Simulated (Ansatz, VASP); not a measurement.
# Pd: VASP beside Ansatz

```
Pd
1.0
    -1.57228    1.57228    1.49367
     1.57228   -1.57228    1.49367
     1.57228    1.57228   -1.49367
Pd
1
Direct
  0.00000 0.00000 0.00000
```

Change from the starting cell: strain +0.000 along x and y, -0.050 along z, atoms carried along.

Alike in both runs: task single point; functional PBEsol; k mesh 22 × 22 × 22; occupations gaussian, width 0.15 eV; no spin polarisation.

```csv
,VASP,Ansatz
version,VASP 6.6.1,Ansatz 0.2.0
potentials or method,"VASP PAW PBE potentials, release 64 (Pd), cutoff 520 eV","scalar-relativistic, plane waves, PAW"
valence electrons in the cell,10,18
```

Ansatz gave:

```
gap on the k mesh at the Fermi level (eV)                     : none
pressure (GPa)                                                : -1.3
traceless stress, the component that is largest in VASP (GPa) : -0.83
```

Question: Which values does VASP return?

Answer: gap on the k mesh at the Fermi level (eV): none; pressure (GPa): -1.7; traceless stress, the component that is largest in VASP (GPa): -0.81.

VASP's potentials were made for PBE, not for PBEsol. A gap of «none» marks a metal or a gap that the smearing closes. The functional is the same, so the differences come from potentials, cutoffs and numerics. VASP's potentials hold 10 valence electrons a cell and Ansatz's 18, so a difference there can come from the potentials and not from the codes.
